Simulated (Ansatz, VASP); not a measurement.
## LiF in VASP and in Ansatz

```xyz
4
Lattice="3.0619 0.0000 0.0000 -1.5310 2.6517 0.0000 0.0000 0.0000 5.1088" Properties=species:S:1:pos:R:3 pbc="T T T"
Li    0.0000    1.7678    1.9989
Li    1.5310    0.8839    4.5534
F     0.0000    1.7678    5.0778
F     1.5310    0.8839    2.5234
```

Alike in both runs: task single point; functional PBE; k mesh 9 × 9 × 6; occupations gaussian, width 0.05 eV; no spin polarisation.

```csv
,VASP,Ansatz
version,VASP 6.6.1,Ansatz 0.2.0
potentials or method,"VASP PAW PBE potentials, release 64 (Li_sv, F), cutoff 520 eV","scalar-relativistic, plane waves, PAW"
valence electrons in the cell,20,20
```

```csv
,VASP,Ansatz,Ansatz less VASP
gap on the k mesh at the Fermi level (eV),7.59,7.60,+0.012
least direct gap on the mesh (eV),7.59,7.60,+0.012
rms of the force components (eV/Å),0.142,0.134,-0.0076
```

Atom by atom the forces differ by 0.008 eV/Å (rms over components).

Noted on VASP's run: the cutoff is short for stress, so the pressure is rough.
